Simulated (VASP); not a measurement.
## Sb2P3H: single point with PBE

Crystal: Sb2P3H.

```
Sb H P
1.0
     3.62724    0.00000    0.00000
    -1.81362    3.14128    0.00000
     0.00000    0.00000    9.18677
Sb H P
2 1 3
Direct
  0.33333 0.66667 0.15636
  0.66667 0.33333 0.84364
  0.00000 0.00000 0.00000
  0.33333 0.66667 0.65020
  0.66667 0.33333 0.34980
  0.00000 0.00000 0.50000
```

The cell was built from a structure type or drawn by symmetry, and may not be a known phase.

```yaml
Program: VASP 6.6.1
Task: single point
Functional: PBE
Potentials_or_basis: VASP PAW PBE potentials, release 64 (Sb, H, P)
Cutoff: 520 eV
k_mesh: 12 × 12 × 6
Occupations: gaussian, width 0.1 eV
Spin: no spin polarisation
Dipole_correction: no
Further_INCAR_settings: ALGO = Normal; EDIFF = 1e-06; NBANDS = 22
```

The pressure is -0.1 GPa and the largest force is 0.013 eV/Å. The band gap on the k mesh is zero (bands 13 and 14 overlap by 2.43 eV).

Forces in eV/Å, atoms in the order of the input:
```
Sb   0.000  0.000 -0.013
Sb   0.000  0.000  0.013
H    0.000  0.000  0.000
P    0.000  0.000 -0.012
P    0.000  0.000  0.012
P    0.000  0.000  0.000
```

Levels at points of the mesh, in eV from the Fermi level:
```tsv
k point	band 9	band 10	band 11	band 12	band 13	band 14	band 15	band 16	band 17	band 18
(0.00, 0.00, 0.00)	-1.27	-1.27	-1.02	0.77	0.77	1.24	1.28	2.20	2.20	3.00
(0.50, 0.00, 0.00)	-3.97	-3.05	-2.49	-2.15	-1.06	-0.45	-0.06	2.19	2.81	3.27
(0.00, 0.00, 0.50)	-1.24	-1.24	0.02	0.58	0.58	0.60	1.95	2.58	2.58	3.50
(0.50, 0.00, 0.50)	-4.43	-2.66	-2.49	-2.36	0.13	0.35	1.01	1.42	1.42	2.69
```

Run time: 3.7 min on 1 thread of Oxide Virtual Turin-like Processor, on a shared host, peak memory 0.33 GiB.

Caveat: spin-orbit coupling is left out, which moves the levels of the heavy elements.
